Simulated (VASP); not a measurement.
Write the native input for VASP 6.6.1 that does the following.

* Task: single point
* Functional: PBE
* Dispersion: D3(BJ)
* Potentials or basis: VASP PAW PBE potentials, release 64 (S, Zn)
* Cutoff: 520 eV
* k mesh: 3 × 3 × 1
* Occupations: gaussian, width 0.05 eV
* Spin: no spin polarisation
* Dipole correction: yes
* Further INCAR settings: LREAL = Auto; ALGO = Normal; EDIFF = 1e-06; NBANDS = 126

The structure of ZnS lies in POSCAR:

```
ZnS
1.0
    7.6016913818      0.0000000000      0.0000000000
   -3.8008456909      6.5832578483      0.0000000000
    0.0000000000      0.0000000000     22.9825994003
S Zn
12 12
Direct
    0.5000000000      0.0000000000      0.3480894333
    0.5000000000      0.5000000000      0.3480894333
    0.0000000000      0.0000000000      0.3480894333
    0.0000000000      0.5000000000      0.3480894333
    0.6666666667      0.8333333333      0.4831210481
    0.6666666667      0.3333333333      0.4831210481
    0.1666666667      0.8333333333      0.4831210481
    0.1666666667      0.3333333333      0.4831210481
    0.8333333333      0.6666666667      0.6267113253
    0.8333333333      0.1666666667      0.6267113253
    0.3333333333      0.6666666667      0.6267113253
    0.3333333333      0.1666666667      0.6267113253
    0.1666666667      0.8333333333      0.3818473370
    0.1666666667      0.3333333333      0.3818473370
    0.6666666667      0.8333333333      0.3818473370
    0.6666666667      0.3333333333      0.3818473370
    0.3333333333      0.6666666667      0.5095576336
    0.3333333333      0.1666666667      0.5095576336
    0.8333333333      0.6666666667      0.5095576336
    0.8333333333      0.1666666667      0.5095576336
    0.5000000000      0.5000000000      0.6088254673
    0.5000000000      0.0000000000      0.6088254673
    0.0000000000      0.5000000000      0.6088254673
    0.0000000000      0.0000000000      0.6088254673
```

One way to write it, as run:

INCAR

```
PREC     = Accurate       # precision mode
ENCUT    = 520            # plane-wave cutoff, eV
EDIFF    = 1E-6           # SCF threshold, eV
ISMEAR   = 0              # smearing method
SIGMA    = 0.05           # smearing width, eV
LREAL    = Auto         
LASPH    = T              # aspherical terms in the spheres
NELM     = 60             # most SCF steps
ALGO     = Normal         # electronic algorithm
ISIF     = 2              # what is computed and relaxed
LWAVE    = F              # write WAVECAR
LCHARG   = T              # write CHGCAR
LDIPOL   = T            
IDIPOL   = 3            
DIPOL    = 0.5 0.5 0.493
GGA      = PE             # functional
IVDW     = 12             # dispersion correction
LELF     = T              # ELF
LVHAR    = T            
LVACPOTAV= T            
NBANDS   = 126            # bands
```

KPOINTS

```
regular mesh
0
Gamma
  3 3 1
```

Potentials or basis: VASP PAW PBE potentials, release 64 (S, Zn).

Command:

```console
$ cat potpaw_PBE.64/S/POTCAR potpaw_PBE.64/Zn/POTCAR > POTCAR
$ mpirun -np 1 vasp_std > vasp.out
```

It gave:

The largest force is 1.480 eV/Å. The band gap on the k mesh is zero (filled and empty bands touch) and the dispersion energy per atom is -0.256 eV.

Run time: 51 min on 1 thread of Intel(R) Xeon(R) Platinum 8259CL CPU @ 2.50GHz (Skylake/Cascade Lake) (shared host), peak memory 1.2 GiB.
